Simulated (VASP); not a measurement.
# Te (P-1) in VASP: a series of runs

Runs on Te. Level: PBE. Tasks: single point.

All numbers are computed with VASP 6.6.1; they aren't measurements. Logs are shortened: lines on timing, memory, paths and dates and some standing lists are left out, and cuts for length are marked.

## 1. The cell of the first run

The typed cell holds 3 atoms: a = 4.915 Å, b = 4.792 Å, c = 3.964 Å, α = 93.99°, β = 92.30°, γ = 58.49°.

## 2. Single point, PBE (equal xy, yz and zx shear strains of -3 %)

The input, INCAR:

```
PREC = Accurate
ENCUT = 520
EDIFF = 1E-6
ISMEAR = -1
SIGMA = 0.05
LREAL = False
LASPH = True
NELM = 80
ALGO = Normal
ISIF = 2
LWAVE = False
LCHARG = False
GGA = PE
NBANDS = 16
```

The input, KPOINTS:

```
regular mesh
0
Gamma
  8 8 8
```

The input, POSCAR:

```
Te
1.0
    4.2696680000     -2.4347115000     -0.0279435000
    4.1985320000      2.3076885000     -0.0990795000
   -0.1898102500     -0.0574035000      3.9593067500
Te
3
Direct
    0.6760000000      0.6760000000      0.6750000000
    0.3240000000      0.3240000000      0.3250000000
    0.0000000000      0.0000000000      0.0000000000
```

Potentials or basis: VASP PAW PBE potentials, release 64 (Te).

Launch:

```console
$ cat potpaw_PBE.64/Te/POTCAR > POTCAR
$ mpirun -np 1 vasp_std > vasp.out
```

OUTCAR:

```text
PREC = Accurate
   ENCUT = 520
   EDIFF = 1E-6
   ISMEAR = -1
   LREAL = False
   LASPH = True
   NELM = 80
   ISIF = 2
   GGA = PE

 ion  position               nearest neighbor table
   1  0.676  0.676  0.675-   3 2.96   2 3.05   2 3.06   3 3.12   3 3.13   2 3.21   2 3.59
   2  0.324  0.324  0.325-   3 2.96   1 3.05   1 3.06   3 3.12   3 3.13   1 3.21   1 3.59
   3  0.000  0.000  0.000-   1 2.96   2 2.96   1 3.12   2 3.12   1 3.13   2 3.13

  LATTYP: Found a triclinic cell.
 ALAT       =     4.9151465652
 B/A-ratio  =     1.8822287099
 C/A-ratio  =     0.9749380630
 COS(alpha) =     0.0075905326
 COS(beta)  =     0.5226699201
 COS(gamma) =     0.7746607624

  Lattice vectors:

 A1 = (  -4.2696680000,   2.4347115000,   0.0279435000)
 A2 = (  -4.1509937500,   7.2345150000,  -4.0024992500)
 A3 = (  -4.1985320000,  -2.3076885000,   0.0990795000)

Analysis of symmetry for initial positions (statically):
=====================================================================
 Subroutine PRICEL returns:
 Original cell was already a primitive cell.

 Routine SETGRP: Setting up the symmetry group for a
 triclinic supercell.

 Subroutine GETGRP returns: Found  2 space group operations
 (whereof  2 operations were pure point group operations)
 out of a pool of  2 trial point group operations.

The static configuration has the point symmetry S_2 .

Analysis of symmetry for dynamics (positions and initial velocities):
=====================================================================
 Subroutine PRICEL returns:
 Original cell was already a primitive cell.

 Routine SETGRP: Setting up the symmetry group for a
 triclinic supercell.

 Subroutine GETGRP returns: Found  2 space group operations
 (whereof  2 operations were pure point group operations)
 out of a pool of  2 trial point group operations.

The dynamic configuration has the point symmetry S_2 .

 Subroutine INISYM returns: Found  2 space group operations
 (whereof  2 operations are pure point group operations),
 and found     1 'primitive' translations

----------------------------------------------------------------------------------------

                                     Primitive cell

  volume of cell :      79.4086

  direct lattice vectors                    reciprocal lattice vectors
     4.269668000 -2.434711500 -0.027943500     0.114989540 -0.209101640  0.002480997
     4.198532000  2.307688500 -0.099079500     0.121414720  0.212818511  0.008906177
    -0.189810250 -0.057403500  3.959306750     0.003849896  0.003849896  0.252809850

  length of vectors
     4.915146565  4.791963472  3.964269546     0.238646696  0.245178655  0.252868471

  position of ions in fractional coordinates (direct lattice)
     0.676000000  0.676000000  0.675000000
     0.324000000  0.324000000  0.325000000
     0.000000000  0.000000000  0.000000000

  ion indices of the primitive-cell ions
   primitive index   ion index
                 1           1
                 2           2
                 3           3

----------------------------------------------------------------------------------------

 KPOINTS: regular mesh

Automatic generation of k-mesh.
 Grid dimensions read from file:
 generate k-points for:    8    8    8

 Generating k-lattice:

  Cartesian coordinates                     Fractional coordinates (reciprocal lattice)
     0.014373693 -0.026137705  0.000310125     0.125000000  0.000000000  0.000000000
     0.015176840  0.026602314  0.001113272     0.000000000  0.125000000 -0.000000000
     0.000481237  0.000481237  0.031601231    -0.000000000 -0.000000000  0.125000000

  Length of vectors
     0.029830837  0.030647332  0.031608559

  Shift w.r.t. Gamma in fractional coordinates (k-lattice)
     0.000000000  0.000000000  0.000000000

 Subroutine IBZKPT returns following result:
 ===========================================

 Found    260 irreducible k-points:

 Following reciprocal coordinates:
            Coordinates               Weight
  0.000000  0.000000  0.000000      1.000000
  0.125000 -0.000000  0.000000      2.000000
  0.250000 -0.000000  0.000000      2.000000
  0.375000 -0.000000  0.000000      2.000000
  0.500000 -0.000000  0.000000      1.000000
  0.000000  0.125000  0.000000      2.000000
[... 16 lines left out ...]
  0.125000  0.375000  0.000000      2.000000
  0.250000  0.375000  0.000000      2.000000
 [... further k-points ...]
   k-points           NKPTS =    260   k-points in BZ     NKDIM =    260   number of bands    NBANDS=     16
   number of dos      NEDOS =    301   number of ions     NIONS =      3
   total plane-waves  NPLWV =  43200
   dimension x,y,z NGX =    40 NGY =   36 NGZ =   30
   dimension x,y,z NGXF=    80 NGYF=   72 NGZF=   60
   ions per type =               3
   NGX,Y,Z   is equivalent  to a cutoff of  13.53, 12.49, 12.58 a.u.
   NGXF,Y,Z  is equivalent  to a cutoff of  27.06, 24.98, 25.16 a.u.
 SYSTEM =  unknown system
   PREC   = accura    normal or accurate (medium, high low for compatibility)
   ISTART =      0    job   : 0-new  1-cont  2-samecut
   ICHARG =      2    charge: 1-file 2-atom 10-const
   ISPIN  =      1    spin polarized calculation?
   LNONCOLLINEAR =      F non collinear calculations
   LSORBIT =      F    spin-orbit coupling
   LASPH  =      T    aspherical Exc in radial PAW
   ENCUT  =  520.0 eV  38.22 Ry    6.18 a.u.   9.14  8.91  7.37*2*pi/ulx,y,z
   NELM   =     80;   NELMIN=  2; NELMDL= -5     # of ELM steps
   EDIFF  = 0.1E-05   stopping-criterion for ELM
   LREAL  =      F    real-space projection
   EDIFFG = 0.1E-04   stopping-criterion for IOM
   NSW    =      0    number of steps for IOM
   IBRION =     -1    ionic relax: 0-MD 1-quasi-New 2-CG
   NFREE  =      0    steps in history (QN), initial steepest desc. (CG)
   ISIF   =      2    stress and relaxation
   ISYM   =      2    0-nonsym 1-usesym 2-fastsym
   POTIM  = 0.5000    time-step for ionic-motion
   TEBEG  =    0.0;   TEEND  =   0.0 temperature during run
   PSTRESS=    0.0 pullay stress
   NELECT =      18.0000    total number of electrons
   NUPDOWN=      -1.0000    fix difference up-down
   EMIN   =  10.00;   EMAX   =-10.00  energy-range for DOS
   EFERMI =   0.00;   METHOD = LEGACY
   ISMEAR =    -1;   SIGMA  =   0.05  broadening in eV -4-tet -1-fermi 0-gaus
   EFERMI_NEDOS =   21; number of points for ismear=-14 and -15
   IALGO  =     38    algorithm
   IMIX   =      4    mixing-type and parameters
     AMIX     =   0.40;   BMIX     =  1.00
     AMIX_MAG =   1.60;   BMIX_MAG =  1.00
  volume/ion in A,a.u.               =      26.47       178.63
  Fermi-wavevector in a.u.,A,eV,Ry     =   0.998182  1.886291 13.556405  0.996368
  Thomas-Fermi vector in A             =   2.130388
   LORBIT       =      0    0 simple, 1 ext, 2 COOP (PROOUT), +10 PAW based schemes
   GGA     = PE    functional components
   LHFCALC =     F    Hartree Fock is set to
   AEXX    =    0.0000 exact exchange contribution
   IVDW    =     0    specifies the selected vdW correction
   LEPSILON=     F    determine dielectric tensor
   LRPA    =     F    only Hartree local field effects (RPA)
 non-spin polarized calculation
  energy-cutoff  :      520.00
  volume of cell :       79.41
 maximum number of plane-waves:      2158
 NGX is ok and might be reduce to    40
   NGX = 19   NGY = 17   NGZ = 15

 number of electron      18.0000000 magnetization

 Free energy of the ion-electron system (eV)
  ---------------------------------------------------
  ext. energy  EPLUGINS =         0.00000000
  ---------------------------------------------------
  free energy    TOTEN  =        -8.70657880 eV

  energy without entropy =       -8.69149031  energy(sigma->0) =       -8.69903456

 E-fermi :   9.0201     XC(G=0): -10.3314

 val. band max:        9.0194930039   @ k =  -0.1250   0.0000   0.1250
 cond. band min:       9.0240484445   @ k =   0.2500  -0.0000   0.3750
 fundamental gap:      0.0045554406
 Fermi energy:         9.0200715186

 k-point     1 :       0.0000    0.0000    0.0000
  band No.  band energies     occupation
      1      -5.8089      2.00000
      2      -0.5634      2.00000
      3      -0.4941      2.00000
      4       4.2390      2.00000
      5       4.6063      2.00000
      6       5.0443      2.00000
[... 8 lines left out ...]
     15      15.9661      0.00000
     16      16.3348      0.00000

 k-point     2 :       0.1250   -0.0000    0.0000
  band No.  band energies     occupation
      1      -5.6840      2.00000
      2      -0.8946      2.00000
      3      -0.6147      2.00000
      4       3.7658      2.00000
      5       4.2613      2.00000
      6       5.4498      2.00000
[... 8 lines left out ...]
     15      16.1645      0.00000
     16      16.4492      0.00000

 k-point     3 :       0.2500   -0.0000    0.0000
  band No.  band energies     occupation
      1      -5.3119      2.00000
      2      -1.7682      2.00000
      3      -0.8481      2.00000
      4       3.2327      2.00000
      5       4.4286      2.00000
      6       5.9677      2.00000
[... 8 lines left out ...]
     15      15.9346      0.00000
     16      17.2086      0.00000

 k-point     4 :       0.3750   -0.0000    0.0000
  band No.  band energies     occupation
      1      -4.7042      2.00000
      2      -2.8338      2.00000
      3      -1.0331      2.00000
      4       2.8556      2.00000
      5       5.2405      2.00000
      6       6.1739      2.00000
[... 8 lines left out ...]
     15      15.7693      0.00000
     16      16.0742      0.00000
[... 324 lines left out ...]
 k-point    22 :       0.0000    0.3750    0.0000
  band No.  band energies     occupation
      1      -4.6500      2.00000
      2      -2.7066      2.00000
      3      -1.2466      2.00000
      4       2.6659      2.00000
      5       5.1287      2.00000
      6       6.5513      2.00000
[... 8 lines left out ...]
     15      15.4032      0.00000
     16      15.9792      0.00000

 k-point    23 :       0.1250    0.3750    0.0000
  band No.  band energies     occupation
      1      -4.9085      2.00000
      2      -2.1080      2.00000
      3      -1.5258      2.00000
      4       3.3012      2.00000
      5       4.4730      2.00000
      6       6.4808      2.00000
[... 8 lines left out ...]
     15      16.0440      0.00000
     16      16.5090      0.00000

 k-point    24 :       0.2500    0.3750    0.0000
  band No.  band energies     occupation
      1      -4.9280      2.00000
      2      -2.1963      2.00000
      3      -1.4402      2.00000
      4       3.5471      2.00000
      5       4.3802      2.00000
      6       5.9929      2.00000
[... 8 lines left out ...]
     15      16.0234      0.00000
     16      16.2404      0.00000

 [... further k-points ...]

------------------------ aborting loop because EDIFF is reached ----------------------------------------

  FORCE on cell =-STRESS in cart. coord.  units (eV):
  Direction    XX          YY          ZZ          XY          YZ          ZX
  --------------------------------------------------------------------------------------
  -------------------------------------------------------------------------------------
  Total        4.9548740      4.1260566      5.0343173      0.2505528      0.3516202      1.1548838
  in kB       99.9713646     83.2488399    101.5742435      5.0552456      7.0944189     23.3013606
  external PRESSURE =      94.9314827 kB  Pullay stress =       0.0000000 kB

 VOLUME and BASIS-vectors are now :
 -----------------------------------------------------------------------------
  energy-cutoff  :      520.00
  volume of cell :       79.41
      direct lattice vectors                 reciprocal lattice vectors
     4.269668000 -2.434711500 -0.027943500     0.114989540 -0.209101640  0.002480997
     4.198532000  2.307688500 -0.099079500     0.121414720  0.212818511  0.008906177
    -0.189810250 -0.057403500  3.959306750     0.003849896  0.003849896  0.252809850

 POSITION                                       TOTAL-FORCE (eV/Angst)
 -----------------------------------------------------------------------------------
      5.59638     -0.12461      2.58666        -0.498552      0.004286     -0.240679
      2.68201     -0.05981      1.24562         0.498552     -0.004286      0.240679
      0.00000      0.00000      0.00000         0.000000      0.000000      0.000000
 -----------------------------------------------------------------------------------
    total drift:                               -0.000000     -0.000000     -0.000000

  FREE ENERGIE OF THE ION-ELECTRON SYSTEM (eV)
  ---------------------------------------------------
  free  energy   TOTEN  =        -8.7065787998 eV

  energy  without entropy=       -8.6914903137  energy(sigma->0) =       -8.69903456
```

It took 6.1 min on 1 thread of Oxide Virtual Turin-like, shared host; peak memory 0.35 GiB.

What came out:

- Free energy: -8.7066 eV
- Pressure: 9.5 GPa
- Largest force: 0.554 eV/Å
- Band gap on the k mesh: zero (bands 9 and 10 overlap by 3.36 eV)

Forces on the atoms (eV/Å):
```
Te  -0.499  0.004 -0.241
Te   0.499 -0.004  0.241
Te   0.000  0.000  0.000
```

Caveat: the cell differs from its parent crystal (equal xy, yz and zx shear strains of -3 %); the cell stands under pressure; spin-orbit coupling is left out, which moves the levels of the heavy elements.

## 3. Single point, PBE (equal xy, yz and zx shear strains of +2 %)

The input, INCAR:

```
SYSTEM = Te
ALGO = Normal
EDIFF = 1E-6
ENCUT = 520
GGA = PE
ISIF = 2
ISMEAR = -1
LASPH = .True.
LCHARG = .False.
LREAL = .False.
LWAVE = .False.
NBANDS = 16
NELM = 100
PREC = Accurate
SIGMA = 0.05
```

The input, KPOINTS:

```
k-points
0
Gamma
  8 8 8
  0 0 0
```

The input, POSCAR:

```
Te
1.0
    4.2103880000     -2.3288590000      0.0186290000
    4.2578120000      2.4135410000      0.0660530000
   -0.0908765000      0.0382690000      3.9560455000
Te
3
Direct
    0.6760000000      0.6760000000      0.6750000000
    0.3240000000      0.3240000000      0.3250000000
    0.0000000000      0.0000000000      0.0000000000
```

Potentials or basis: VASP PAW PBE potentials, release 64 (Te).

Launch:

```console
$ cat potpaw_PBE.64/Te/POTCAR > POTCAR
$ mpirun -np 1 vasp_std > vasp.out
```

It took 4.4 min on 1 thread of Oxide Virtual Turin-like, shared host; peak memory 0.34 GiB.

Results (log left out):

```
Free energy            : -8.7449 eV
Pressure               : 9.4 GPa
Largest force          : 0.468 eV/Å
Band gap on the k mesh : zero (bands 9 and 10 overlap by 3.50 eV)
```

Forces on the atoms (eV/Å):
```
Te  -0.432  0.002 -0.181
Te   0.432 -0.002  0.181
Te   0.000  0.000  0.000
```

Stress tensor (GPa, compression positive):
```
 8.69 -0.43  0.13
-0.43  9.68 -0.41
 0.13 -0.41  9.77
```

Levels at points of the mesh, in eV from the Fermi level:
```
           k point  band 5  band 6  band 7  band 8  band 9  band 10  band 11  band 12  band 13  band 14
(0.00, 0.00, 0.00)   -4.51   -3.97   -3.91   -2.19   -1.91     1.54     3.03     3.18     5.77     6.11
(0.50, 0.00, 0.00)   -2.76   -2.76   -2.54    0.01    0.20     0.53     0.86     2.95     3.80     5.65
(0.00, 0.50, 0.00)   -2.87   -2.66   -2.63    0.11    0.36     0.58     0.83     2.73     3.50     5.80
(0.50, 0.50, 0.00)   -3.05   -2.76   -2.37    0.36    0.45     0.54     0.71     2.56     3.25     5.73
(0.00, 0.00, 0.50)   -3.92   -2.77   -2.73   -1.90   -1.86    -1.79    -1.56    -1.11     2.68     3.04
(0.50, 0.00, 0.50)   -4.51   -4.48   -3.94   -3.87    1.71     1.90     1.90     3.31     6.75     6.99
(0.00, 0.50, 0.50)   -4.39   -4.32   -3.83   -3.65    1.65     1.71     1.98     2.99     6.61     6.96
(0.50, 0.50, 0.50)   -4.12   -4.07   -3.90   -3.76    1.60     1.60     2.13     2.81     6.69     6.97
```

Caveat: the cell differs from its parent crystal (equal xy, yz and zx shear strains of +2 %); the cell stands under pressure; spin-orbit coupling is left out, which moves the levels of the heavy elements.
